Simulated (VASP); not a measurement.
# LiH in VASP: notebook, part 2 of 2

VASP 6.6.1. Earlier steps stand in the parts before.

## (3) Single point, HSE06 (strain along [111] +1.5%)

Contents of POSCAR:

```
LiH
1.0
    2.5140002275      0.0123415163      0.0123415163
    0.0123415163      2.5140002275      0.0123415163
    0.0123415163      0.0123415163      2.5140002275
Li H
1 1
Direct
    0.0000000000      0.0000000000      0.0000000000
    0.5000000000      0.5000000000      0.5000000000
```

Contents of INCAR.step1:

```
PREC     = Accurate       # precision mode
ENCUT    = 520            # plane-wave cutoff, eV
EDIFF    = 1E-5           # SCF threshold, eV
ISMEAR   = 0              # smearing method
SIGMA    = 0.01           # smearing width, eV
LREAL    = False          # projectors in reciprocal space
LASPH    = True           # aspherical terms in the spheres
NELM     = 100            # most SCF steps
ALGO     = Normal         # electronic algorithm
ISIF     = 2              # what is computed and relaxed
LWAVE    = True           # write WAVECAR
LCHARG   = False          # write CHGCAR
GGA      = PE             # functional
NBANDS   = 9              # bands
```

Contents of INCAR.step2:

```
PREC     = Accurate       # precision mode
ENCUT    = 520            # plane-wave cutoff, eV
EDIFF    = 1E-7           # SCF threshold, eV
ISMEAR   = 0              # smearing method
SIGMA    = 0.01           # smearing width, eV
LREAL    = False          # projectors in reciprocal space
LASPH    = True           # aspherical terms in the spheres
NELM     = 100            # most SCF steps
ALGO     = Normal         # electronic algorithm
ISIF     = 2              # what is computed and relaxed
LWAVE    = False          # write WAVECAR
LCHARG   = False          # write CHGCAR
GGA      = PE             # functional
LHFCALC  = True           # exact exchange
HFSCREEN = 0.2079         # screening, 1/A
PRECFOCK = Normal       
ISTART   = 1            
NBANDS   = 9              # bands
```

Contents of KPOINTS:

```
Automatic mesh
0
Gamma
  8 8 8
```

Potentials or basis: VASP PAW PBE potentials, release 64 (Li_sv, H).

Started as:

```sh
cat potpaw_PBE.64/Li_sv/POTCAR potpaw_PBE.64/H/POTCAR > POTCAR
cp INCAR.step1 INCAR
mpirun -np 1 vasp_std > vasp.out
cp INCAR.step2 INCAR
mpirun -np 1 vasp_std > vasp.out
```

OUTCAR:

```text
PREC = Accurate
   ENCUT = 520
   EDIFF = 1E-7
   ISMEAR = 0
   LREAL = False
   LASPH = True
   NELM = 100
   ISIF = 2
   GGA = PE
   LHFCALC = True
   HFSCREEN = 0.2079
   PRECFOCK = Normal
   ISTART = 1

 ion  position               nearest neighbor table
   1  0.000  0.000  0.000-
   2  0.500  0.500  0.500-

  LATTYP: Found a trigonal (rhomboedric) cell.
 ALAT       =     2.5140608127
 COS(alpha) =     0.0098418551

  Lattice vectors:

 A1 = (   2.5140002275,   0.0123415163,   0.0123415163)
 A2 = (   0.0123415163,   2.5140002275,   0.0123415163)
 A3 = (   0.0123415163,   0.0123415163,   2.5140002275)

Analysis of symmetry for initial positions (statically):
=====================================================================
 Subroutine PRICEL returns:
 Original cell was already a primitive cell.

 Routine SETGRP: Setting up the symmetry group for a
 trigonal (rhombohedral) supercell.

 Subroutine GETGRP returns: Found 12 space group operations
 (whereof 12 operations were pure point group operations)
 out of a pool of 12 trial point group operations.

The static configuration has the point symmetry D_3d.
[... 174 lines left out ...]
 Fermi energy:         3.1974240267

 k-point     1 :       0.0000    0.0000    0.0000
  band No.  band energies     occupation
      1     -48.3551      2.00000
      2      -6.6141      2.00000
      3      16.0972      0.00000
      4      16.0972      0.00000
      5      16.2021      0.00000
      6      17.0117      0.00000
      7      19.1719      0.00000
      8      19.1719      0.00000
      9      35.6209      0.00000
[... 265 lines left out ...]
 k-point    24 :       0.3750    0.1250    0.1250
  band No.  band energies     occupation
      1     -48.2949      2.00000
      2      -3.9391      2.00000
      3       6.0262      0.00000
      4      13.5409      0.00000
      5      15.5437      0.00000
      6      20.6235      0.00000
      7      21.7378      0.00000
      8      27.5230      0.00000
      9      28.3587      0.00000

 [... further k-points ...]

------------------------ aborting loop because EDIFF is reached ----------------------------------------

  FORCE on cell =-STRESS in cart. coord.  units (eV):
  Direction    XX          YY          ZZ          XY          YZ          ZX
  --------------------------------------------------------------------------------------
  -------------------------------------------------------------------------------------
  Total       -0.0954150     -0.0954150     -0.0954150      0.0229812      0.0229812      0.0229812
  in kB       -9.6219355     -9.6219355     -9.6219355      2.3174927      2.3174927      2.3174927
  external PRESSURE =      -9.6219355 kB  Pullay stress =       0.0000000 kB

 VOLUME and BASIS-vectors are now :
 -----------------------------------------------------------------------------
  energy-cutoff  :      520.00
  volume of cell :       15.89
      direct lattice vectors                 reciprocal lattice vectors
     2.514000227  0.012341516  0.012341516     0.397791518 -0.001943265 -0.001943265
     0.012341516  2.514000227  0.012341516    -0.001943265  0.397791518 -0.001943265
     0.012341516  0.012341516  2.514000227    -0.001943265 -0.001943265  0.397791518

 POSITION                                       TOTAL-FORCE (eV/Angst)
 -----------------------------------------------------------------------------------
      0.00000      0.00000      0.00000         0.000000      0.000000      0.000000
      1.26934      1.26934      1.26934        -0.000000     -0.000000      0.000000
 -----------------------------------------------------------------------------------
    total drift:                               -0.000000     -0.000000     -0.000000

  FREE ENERGIE OF THE ION-ELECTRON SYSTEM (eV)
  ---------------------------------------------------
  free  energy   TOTEN  =        -6.3012478346 eV

  energy  without entropy=       -6.3012478346  energy(sigma->0) =       -6.30124783
```

OUTCAR.step1:

```text
PREC = Accurate
   ENCUT = 520
   EDIFF = 1E-5
   ISMEAR = 0
   LREAL = False
[... 511 lines left out ...]
      0.00000      0.00000      0.00000         0.000000     -0.000000      0.000000
      1.26934      1.26934      1.26934        -0.000000      0.000000      0.000000
 -----------------------------------------------------------------------------------
    total drift:                                0.000000      0.000000      0.000000

  FREE ENERGIE OF THE ION-ELECTRON SYSTEM (eV)
  ---------------------------------------------------
  free  energy   TOTEN  =        -5.6589322084 eV

  energy  without entropy=       -5.6589322084  energy(sigma->0) =       -5.65893221
```

Run time: 11 min. Hardware: 1 thread of Intel Xeon 8259CL, shared host; peak memory 0.24 GiB.

What came out:

```
Free energy            : -6.3012 eV
Band gap on the k mesh : 1.44 eV (least direct gap 5.15 eV)
```

Caveat: the cell differs from its parent crystal (strain along [111] +1.5%); the cutoff is under 1.25 times the usual one of these potentials, so pressure, stress and relaxed cells hold a basis-set (Pulay) error; the PAW data sets were made with another functional, which shifts forces and pressure a little. A k mesh can miss the band edges.

## (4) Single point, HSE06 (uniaxial z strain -2.9%)

Contents of POSCAR:

```
LiH
1.0
    2.5016587112      0.0000000000      0.0000000000
    0.0000000000      2.5016587112      0.0000000000
    0.0000000000      0.0000000000      2.4301112721
Li H
1 1
Direct
    0.0000000000      0.0000000000      0.0000000000
    0.5000000000      0.5000000000      0.5000000000
```

INCAR.step1, as its differences from that of step 3:

```diff
@@ -7,3 +7,3 @@
 LASPH    = True           # aspherical terms in the spheres
-NELM     = 100            # most SCF steps
+NELM     = 80             # most SCF steps
 ALGO     = Normal         # electronic algorithm
```

INCAR.step2, as its differences from that of step 3:

```diff
@@ -7,3 +7,3 @@
 LASPH    = True           # aspherical terms in the spheres
-NELM     = 100            # most SCF steps
+NELM     = 80             # most SCF steps
 ALGO     = Normal         # electronic algorithm
```

Contents of KPOINTS:

```
regular mesh
0
Gamma
  8 8 8
```

Started as:

```sh
cat potpaw_PBE.64/Li_sv/POTCAR potpaw_PBE.64/H/POTCAR > POTCAR
cp INCAR.step1 INCAR
mpirun -np 1 vasp_std > vasp.out
cp INCAR.step2 INCAR
mpirun -np 1 vasp_std > vasp.out
```

It took 9.9 min on 1 thread of Intel Xeon 8259CL, shared host; peak memory 0.24 GiB.

It converged, with:

| Quantity | Value |
| --- | --- |
| Free energy | -6.2946 eV |
| Band gap on the k mesh | 1.31 eV (least direct gap 5.19 eV) |

Levels at points of the mesh, in eV from the valence-band top:
| k point | band 1 | band 2 | band 3 | band 4 | band 5 | band 6 |
| --- | --- | --- | --- | --- | --- | --- |
| (0.00, 0.00, 0.00) | -51.54 | -10.02 | 12.87 | 12.87 | 14.16 | 14.32 |
| (0.50, 0.00, 0.00) | -51.48 | -7.54 | 1.31 | 13.15 | 17.24 | 18.42 |
| (0.50, 0.50, 0.00) | -51.44 | -3.24 | 2.05 | 2.05 | 10.20 | 21.57 |
| (0.00, 0.00, 0.50) | -51.47 | -7.26 | 1.64 | 12.72 | 17.61 | 17.61 |
| (0.50, 0.00, 0.50) | -51.42 | -2.94 | 2.24 | 2.44 | 10.47 | 20.85 |
| (0.50, 0.50, 0.50) | -51.38 | 0.00 | 7.30 | 7.60 | 7.60 | 9.76 |

Caveat: the cell differs from its parent crystal (uniaxial z strain -2.9%); the cutoff is under 1.25 times the usual one of these potentials, so pressure, stress and relaxed cells hold a basis-set (Pulay) error; the PAW data sets were made with another functional, which shifts forces and pressure a little.

## (5) Summary

```tsv
level	cell	k mesh	grid for exact exchange (PRECFOCK)	share of exact exchange	screening parameter	gap on the mesh (eV)
r2SCAN	a = 2.502, b = 2.502, c = 2.430 Å, 2 atoms	10 × 10 × 10	-	-	-	1.19
HSE06	a = 2.514 Å, angles 89.4°, 2 atoms	8 × 8 × 8	Normal	0.25	0.2079 1/Å	1.44
HSE06	a = 2.502, b = 2.502, c = 2.430 Å, 2 atoms	8 × 8 × 8	Normal	0.25	0.2079 1/Å	1.31
```

Alike in all rows: task single point; potentials or basis VASP PAW PBE potentials, release 64 (Li_sv, H); no spin polarisation; cutoff (eV) 520; smearing gaussian 0.01 eV.

Caveats: the cutoff is under 1.25 times the usual one of these potentials, so pressure, stress and relaxed cells hold a basis-set (Pulay) error; the PAW data sets were made with another functional, which shifts forces and pressure a little.

Total energies depend on the potentials used, so only differences within one code and one set of settings carry meaning.
